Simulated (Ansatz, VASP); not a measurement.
TePb: VASP beside Ansatz

```
Pb Te
1.0
     4.05495    0.00000    0.00000
     0.00000    4.05495    0.00000
     0.00000    0.00000    4.05495
Pb Te
1 1
Direct
  0.00000 0.00000 0.00000
  0.50000 0.50000 0.50000
```

Alike in both runs: task single point; functional r2SCAN; k mesh 7 × 7 × 7; occupations fermi-dirac, width 0.05 eV; no spin polarisation.

|  | VASP | Ansatz |
| --- | --- | --- |
| version | VASP 6.6.1 | Ansatz 0.2.0 |
| potentials or method | VASP PAW PBE potentials, release 64 (Pb_d, Te) | Ansatz PAW |
| plane-wave cutoff (eV) | 520 | 500 |
| valence electrons in the cell | 20 | 30 |

```csv
,VASP,Ansatz,Ansatz less VASP
gap on the k mesh at the Fermi level (eV),none,none,-
pressure (GPa),-1.8,-1.8,+0.01
```

VASP's potentials were made for PBE, not for r2SCAN. A gap of «none» marks a metal or a gap that the smearing closes. The functional is the same, so the differences come from potentials, cutoffs and numerics. VASP's potentials hold 20 valence electrons a cell and Ansatz's 30, so a difference there can come from the potentials and not from the codes.

Spin-orbit coupling is off throughout.
